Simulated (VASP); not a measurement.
AlRu, 2 atoms in the cell. The structure is tetragonal, space group P4/mmm (No. 123). The conventional cell has a = 2.992 Å, b = 2.992 Å, c = 3.081 Å, α = 90.00°, β = 90.00°, γ = 90.00°. Within 3.5 Å of Al (site symmetry 4/mmm) lie 8 Ru at 2.62 Å and 6 Al at 2.99 to 3.08 Å. Ru (site symmetry 4/mmm) has 8 Al at 2.62 Å and 6 Ru at 2.99 to 3.08 Å within 3.5 Å.  This cell differs from its parent crystal: z stretched by +3 %.

| Quantity | Value |
| --- | --- |
| Program | VASP 6.6.1 |
| Task | relaxation of the atoms |
| Functional | PBE |
| Potentials or basis | VASP PAW PBE potentials, release 64 (Al, Ru_pv) |
| Cutoff | 520 eV |
| k mesh | 16 × 16 × 16 |
| Occupations | fermi-dirac, width 0.05 eV |
| Spin | no spin polarisation |
| Dipole correction | no |
| Further INCAR settings | ALGO = Normal; EDIFF = 1e-06; IBRION = 2; EDIFFG = -0.02; NSW = 80 |

Potentials or basis: VASP PAW PBE potentials, release 64 (Al, Ru_pv).

Launch:

```console
$ cat potpaw_PBE.64/Al/POTCAR potpaw_PBE.64/Ru_pv/POTCAR > POTCAR
$ mpirun -np 1 vasp_std > vasp.out
```

Hardware: 1 thread of Oxide Virtual Turin-like Processor, with other jobs on the host.

**Question.** How long does it take, and how much memory?

**Answer.** It took 3.3 min on 1 thread of Oxide Virtual Turin-like Processor, on a shared host, peak memory 0.22 GiB. Counts: scf iterations 12, k points 405, ion steps 1.
